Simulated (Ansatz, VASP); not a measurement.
**Ge in VASP and in Ansatz**

The input INCAR:

```
SYSTEM = Ge
ALGO = Normal
EDIFF = 1E-6
ENCUT = 520
GGA = PE
ISIF = 2
ISMEAR = 0
LASPH = .True.
LCHARG = .False.
LREAL = .False.
LWAVE = .False.
NBANDS = 36
NELM = 80
PREC = Accurate
SIGMA = 0.2
```

File KPOINTS:

```
k-points
0
Gamma
  8 4 4
  0 0 0
```

The input POSCAR:

```
Ge
1.0
   -1.6077306662     -1.6077306662      1.8753619185
    4.8231919987     -1.6077306662      1.8753619185
   -1.6077306662      4.8231919987      1.8753619185
Ge
4
Direct
    0.5000000000      0.2500000000      0.2500000000
    1.0000000000      0.7500000000      0.2500000000
    0.0000000000      0.2500000000      0.7500000000
    0.5000000000      0.7500000000      0.7500000000
```

Input for Ansatz:

```yaml
crystal:
  lattice:
    - [-1.6077306662, -1.6077306662, 1.8753619185]
    - [4.8231919987, -1.6077306662, 1.8753619185]
    - [-1.6077306662, 4.8231919987, 1.8753619185]
  atoms:
    - { symbol: Ge, position: [0.5, 0.25, 0.25] }
    - { symbol: Ge, position: [1.0, 0.75, 0.25] }
    - { symbol: Ge, position: [0.0, 0.25, 0.75] }
    - { symbol: Ge, position: [0.5, 0.75, 0.75] }
basis:
  ecutwfc: 420
kpoints:
  mp_grid: { grid: [8, 4, 4] }
hamiltonian:
  xc: pbe
scf:
  occupations: { method: gaussian, width: 0.2 }
  lower_state_search: "off"
output:
  forces: true
  stress: true
  eigenvalues: true
```

Alike in both runs: task single point; functional PBE; k mesh 8 × 4 × 4; occupations gaussian, width 0.2 eV; no spin polarisation.

|  | VASP | Ansatz |
| --- | --- | --- |
| version | VASP 6.6.1 | Ansatz 0.2.0 |
| potentials or method | VASP PAW PBE potentials, release 64 (Ge_d), cutoff 520 eV | scalar-relativistic, plane waves, PAW |
| valence electrons in the cell | 56 | 56 |

```csv
,VASP,Ansatz,Ansatz less VASP
gap on the k mesh at the Fermi level (eV),none,none,-
pressure (GPa),-0.3,-0.2,+0.05
"traceless stress, the component that is largest in VASP (GPa)",-0.52,-0.52,0.000
```

A gap of «none» marks a metal or a gap that the smearing closes.
